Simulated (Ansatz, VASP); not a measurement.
# One calculation of Ca, two programs

```
Ca
1.0
    -2.21115    2.21115    2.21115
     2.21115   -2.21115    2.21115
     2.21115    2.21115   -2.21115
Ca
1
Direct
  0.00000 0.00000 0.00000
```

Alike in both runs: functional r2SCAN; k mesh 6 × 6 × 6; no spin polarisation.

Ansatz relaxed the structure, and its values are those at the end. VASP's run is a single point on that final structure, the one shown.

```csv
,VASP,Ansatz
version,VASP 6.6.1,Ansatz 0.2.0
potentials or method,"VASP PAW PBE potentials, release 64 (Ca_sv), cutoff 520 eV",PAW plane waves
occupations,"fermi-dirac, width 0.1 eV",fermi-dirac
valence electrons in the cell,10,10
```

Ansatz gave:

| Item | Value |
| --- | --- |
| gap on the k mesh at the Fermi level (eV) | none |
| pressure (GPa) | 0.0 |

Problem. What did VASP give for the same quantities?

Solution. gap on the k mesh at the Fermi level (eV): none; pressure (GPa): 0.1.

VASP's potentials were made for PBE, not for r2SCAN. A gap of «none» marks a metal or a gap that the smearing closes.
